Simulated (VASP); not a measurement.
A run of VASP 6.6.1:

The input INCAR:

```
SYSTEM = Hf2S
ALGO = Normal
EDIFF = 1E-6
ENCUT = 520
GGA = PS
ISIF = 2
ISMEAR = -1
LASPH = .TRUE.
LCHARG = .TRUE.
LELF = .TRUE.
LREAL = .FALSE.
LVHAR = .TRUE.
LWAVE = .FALSE.
NBANDS = 35
NELM = 80
PREC = Accurate
SIGMA = 0.5
```

Contents of KPOINTS:

```
k-points
0
G
  12 12 4
  0 0 0
```

POSCAR

```
Hf2S
1.0
    3.3742737662      0.0000000000      0.0000000000
   -1.6871368831      2.9222068008      0.0000000000
    0.0000000000      0.0000000000     11.7174070300
Hf S
4 2
Direct
    0.6666666667      0.3333333333      0.8998116400
    0.3333333333      0.6666666667      0.3998116400
    0.6666666667      0.3333333333      0.6001883600
    0.3333333333      0.6666666667      0.1001883600
    0.0000000000      0.0000000000      0.7500000000
    0.0000000000      0.0000000000      0.2500000000
```

Potentials or basis: VASP PAW PBE potentials, release 64 (Hf_pv, S).

Run with:

```sh
$ cat potpaw_PBE.64/Hf_pv/POTCAR potpaw_PBE.64/S/POTCAR > POTCAR
$ mpirun -np 1 vasp_std > vasp.out
```

Hardware: 1 thread of Intel Xeon 8259CL (shared host).

Estimate the wall time of this run.

It took 7.6 min on 1 thread of Intel Xeon 8259CL, with other jobs on the host, peak memory 0.36 GiB. Counts: scf iterations 17, k points 57.
